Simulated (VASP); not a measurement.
Write the native input for VASP 6.6.1 that does the following.

```
Task                   : relaxation of shape and atoms at fixed volume
Functional             : PBE
Dispersion             : D3(BJ)
Potentials or basis    : VASP PAW PBE potentials, release 64 (C)
Cutoff                 : 600 eV
k mesh                 : 12 × 12 × 12
Occupations            : gaussian, width 0.02 eV
Spin                   : no spin polarisation
Dipole correction      : no
Further INCAR settings : ALGO = Normal; EDIFF = 1e-06; IBRION = 2; EDIFFG = -0.01; NSW = 50; ISIF = 4
```

The structure of C lies in POSCAR:

```
C
1.0
    1.2165183628      0.7023572043      3.1278959894
   -1.2165183628      0.7023572043      3.1278959894
    0.0000000000     -1.4047144085      3.1278959894
C
2
Direct
    0.8334689703      0.8334689703      0.8334689703
    0.1665310297      0.1665310297      0.1665310297
```

This cell differs from its parent crystal: volume scaled by 0.91.

The input as run:

INCAR

```
SYSTEM = C
PREC = Accurate
ENCUT = 600
EDIFF = 1E-6
ISMEAR = 0
SIGMA = 0.02
LREAL = .FALSE.
LASPH = .TRUE.
NELM = 60
ALGO = Normal
ISIF = 4
LWAVE = .FALSE.
LCHARG = .FALSE.
GGA = PE
IVDW = 12
IBRION = 2
NSW = 50
EDIFFG = -0.01
```

KPOINTS

```
regular mesh
0
G
  12 12 12
  0 0 0
```

Potentials or basis: VASP PAW PBE potentials, release 64 (C).

Command:

```sh
$ cat potpaw_PBE.64/C/POTCAR > POTCAR
$ mpirun -np 1 vasp_std > vasp.out
```

Results of the run:

* Energy gained by relaxing: 7.7 meV/atom
* Ionic steps: 5
* Pressure after relaxing: 5.2 GPa
* Largest force after relaxing: 0.006 eV/Å
* Band gap on the k mesh: 1.05 eV, direct
* Dispersion energy per atom: -0.173 eV

Run time: 61 s on 1 thread of Intel(R) Xeon(R) 6975P-C (Granite Rapids), with other jobs on the host, peak memory 0.17 GiB.
